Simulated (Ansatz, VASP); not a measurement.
HfS2 in VASP and in Ansatz

Contents of INCAR:

```
SYSTEM = HfS2
ALGO = Normal
EDIFF = 1E-7
EDIFFG = -0.008
ENCUT = 450
GGA = PE
GGA_COMPAT = .False.
IBRION = 2
ISIF = 2
ISMEAR = 0
IVDW = 12
LASPH = .True.
LCHARG = .False.
LREAL = .False.
LWAVE = .False.
NELM = 120
NELMIN = 4
NSW = 60
PREC = Accurate
SIGMA = 0.02
```

Contents of KPOINTS:

```
k-points
0
Gamma
  12 12 6
  0 0 0
```

Contents of POSCAR:

```
HfS2
1.0
    3.7681266721      0.0000000000      0.0000000000
   -1.8840633361      3.2632934227      0.0000000000
    0.0000000000      0.0000000000      6.0300551973
Hf S
1 2
Direct
    0.0000000000      0.0000000000      0.0000000000
    0.6666666667      0.3333333333      0.7622773347
    0.3333333333      0.6666666667      0.2377226653
```

Input for Ansatz:

```yaml
crystal:
  lattice:
    - [3.7681266721, 0.0, 0.0]
    - [-1.8840633361, 3.2632934227, 0.0]
    - [0.0, 0.0, 6.0300551973]
  atoms:
    - { symbol: Hf, position: [0.0, 0.0, 0.0] }
    - { symbol: S, position: [0.6666666667, 0.3333333333, 0.7622773347] }
    - { symbol: S, position: [0.3333333333, 0.6666666667, 0.2377226653] }
basis:
  ecutwfc: 420
kpoints:
  mp_grid: { grid: [12, 12, 6] }
hamiltonian:
  xc: pbe
  dispersion: d3bj
scf:
  occupations: { method: gaussian, width: 0.02 }
output:
  forces: true
  stress: true
  eigenvalues: true
relax:
  adjacent_minimum: "off"
  f_tol: 0.008
  max_steps: 40
```

Change from the starting cell: equal strain along all axes, cell held, atoms relaxed: +4.5 %.

Alike in both runs: task relaxation of the atoms; functional PBE; dispersion D3(BJ); k mesh 12 × 12 × 6; occupations gaussian, width 0.02 eV; no spin polarisation.

|  | VASP | Ansatz |
| --- | --- | --- |
| version | VASP 6.6.1 | Ansatz 0.2.0 |
| potentials or method | VASP PAW PBE potentials, release 64 (Hf_pv, S), cutoff 450 eV | scalar-relativistic, plane waves, PAW |
| valence electrons in the cell | 22 | 38 |

Ansatz gave:

* gap on the k mesh at the Fermi level, each at its own relaxed structure (eV): 1.33

Problem. Estimate VASP's values.

Solution. gap on the k mesh at the Fermi level, each at its own relaxed structure (eV): 1.36.

VASP's potentials hold 22 valence electrons a cell and Ansatz's 38, so a difference there can come from the potentials and not from the codes. Ansatz's warnings: stress scf threshold loose.

Spin-orbit coupling is off throughout.
